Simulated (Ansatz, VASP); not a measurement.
## One calculation of Ni, two programs

File INCAR:

```
PREC = Accurate ; ENCUT = 520
EDIFF = 1E-7 ; ISMEAR = -1
SIGMA = 0.05 ; LREAL = False
LASPH = True ; NELM = 150
ALGO = Normal ; ISIF = 2
LWAVE = False ; LCHARG = True
ISPIN = 2 ; MAGMOM = 0.698 0.698
LORBIT = 11 ; LMAXMIX = 4
GGA = RP ; LELF = True
LVHAR = True ; NBANDS = 21
```

KPOINTS

```
regular mesh
0
Gamma
  18 18 9
```

Contents of POSCAR:

```
Ni
1.0
   -1.6854908645      1.3881390740      1.2368186554
    1.3881390740     -1.6854908645      1.2368186554
    3.1722879538      3.1722879538     -1.7814190042
Ni
2
Direct
    0.9584903673      0.0415096327      0.0000000000
    0.7915096327      0.2084903673      0.5000000000
```

Input for Ansatz:

```yaml
crystal:
  lattice:
    - [-1.6854908645, 1.388139074, 1.2368186554]
    - [1.388139074, -1.6854908645, 1.2368186554]
    - [3.1722879538, 3.1722879538, -1.7814190042]
  atoms:
    - { symbol: Ni, position: [0.9584903673, 0.0415096327, 0.0], spin: 0.698 }
    - { symbol: Ni, position: [0.7915096327, 0.2084903673, 0.5], spin: 0.698 }
hamiltonian:
  xc: rpbe
  pseudopotentials:
    kind: paw
    azcp:
      Ni: "pseudopotentials/Ni.paw.azcp"
basis:
  ecutwfc: 420
  fft_grid_basis: typed
kpoints:
  mp_grid: { grid: [18, 18, 9], shift: [0, 0, 0] }
magnetization:
  spin_polarized: true
scf:
  occupations: { method: fermi_dirac, width: 0.05 }
  lower_state_search: "off"
output:
  stress: true
  write_density: true
  write_potential: true
  elf: true
  volumetric_format: npy
```

Alike in both runs: task single point; functional RPBE; k mesh 18 × 18 × 9; occupations fermi-dirac, width 0.05 eV; collinear spin.

```csv
,VASP,Ansatz
version,VASP 6.6.1,Ansatz 0.2.0
potentials or method,"VASP PAW PBE potentials, release 64 (Ni), cutoff 520 eV","plane waves (420 eV) with PAW, scalar-relativistic"
valence electrons in the cell,20,36
```

```csv
,VASP,Ansatz,Ansatz less VASP
pressure (GPa),0.1,-0.1,-0.19
"traceless stress, the component that is largest in VASP (GPa)",-0.06,-0.04,+0.021
net moment per atom (μB),0.62,0.63,+0.015
size of the moment on the site where the two differ most (μB),0.63,0.67,+0.042
```

VASP's potentials were made for PBE, not for RPBE. Site moments also hang on the region over which each program counts them. VASP's potentials hold 20 valence electrons a cell and Ansatz's 36, so a difference there can come from the potentials and not from the codes.
